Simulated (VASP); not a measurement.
Write the native input for VASP 6.6.1 that does the following.

| Quantity | Value |
| --- | --- |
| Task | single point |
| Functional | PBE |
| Potentials or basis | VASP PAW PBE potentials, release 64 (Fe, O) |
| Cutoff | 520 eV |
| k mesh | 11 × 11 × 11 |
| Occupations | fermi-dirac, width 0.05 eV |
| Spin | collinear spin, ferromagnetic start |
| Starting moments | [3.0, 0.0] μB |
| Dipole correction | no |
| Further INCAR settings | ALGO = Normal; EDIFF = 1e-06; NBANDS = 18 |

The structure of FeO (Wuestite) lies in POSCAR:

```
FeO
1.0
    0.0000000000      2.1409337923      2.1409337923
    2.1409337923      0.0000000000      2.1409337923
    2.1409337923      2.1409337923      0.0000000000
Fe O
1 1
Direct
    0.0000000000      0.0000000000      0.0000000000
    0.5000000000      0.5000000000      0.5000000000
```

The input as run:

INCAR

```
PREC = Accurate ; ENCUT = 520
EDIFF = 1E-6 ; ISMEAR = -1
SIGMA = 0.05 ; LREAL = False
LASPH = True ; NELM = 150
ALGO = Normal ; ISIF = 2
LWAVE = False ; LCHARG = True
ISPIN = 2 ; MAGMOM = 3 0
LORBIT = 11 ; LMAXMIX = 4
GGA = PE ; LELF = True
LVHAR = True ; NBANDS = 18
```

KPOINTS

```
regular mesh
0
Gamma
  11 11 11
```

Potentials or basis: VASP PAW PBE potentials, release 64 (Fe, O).

Launch:

```sh
$ cat potpaw_PBE.64/Fe/POTCAR potpaw_PBE.64/O/POTCAR > POTCAR
$ mpirun -np 1 vasp_std > vasp.out
```

It gave:

```json
{
 "Pressure": "3.8 GPa",
 "Band gap on the k mesh": "zero (filled and empty bands overlap)",
 "Net moment": "4.00 μB per cell",
 "Site moments": "Fe +3.62; O +0.31 μB",
 "Valence electrons inside the program's atomic spheres": "Fe 6.76; O 5.00"
}
```

Caveat: a cell with one magnetic atom can't hold antiferromagnetic order, which such compounds often take; semilocal functionals often make such compounds metallic where correlation or magnetic order opens a gap, which also shifts bond lengths.

It took 15 s on 1 thread of Intel(R) Xeon(R) 6975P-C (Granite Rapids), with other jobs on the host, peak memory 0.16 GiB.
